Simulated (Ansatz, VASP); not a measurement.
**RbBr in VASP and in Ansatz**

```xyz
2
Lattice="0.0000 3.8695 3.8695 3.9569 0.0000 3.8695 3.9569 3.8695 0.0000" Properties=species:S:1:pos:R:3 pbc="T T T"
Rb    0.0000    0.0000    0.0000
Br    1.9785    1.9347    1.9347
```

Change from the starting cell: uniaxial_x strain +2.3%.

Alike in both runs: task single point; functional HSE06; k mesh 4 × 4 × 4; no spin polarisation.

|  | VASP | Ansatz |
| --- | --- | --- |
| version | VASP 6.6.1 | Ansatz 0.2.0 |
| potentials or method | VASP PAW PBE potentials, release 64 (Rb_sv, Br) | plane waves, PAW |
| plane-wave cutoff (eV) | 520 | 420 |
| occupations | gaussian, width 0.01 eV | fixed |
| valence electrons in the cell | 16 | 16 |

|  | VASP | Ansatz | Ansatz less VASP |
| --- | --- | --- | --- |
| gap on the k mesh at the Fermi level (eV) | 5.13 | 5.13 | -0.003 |
| pressure (GPa) | -0.1 | -0.1 | -0.01 |

Ansatz's warnings: stress exchange threshold loose, stress scf threshold loose.
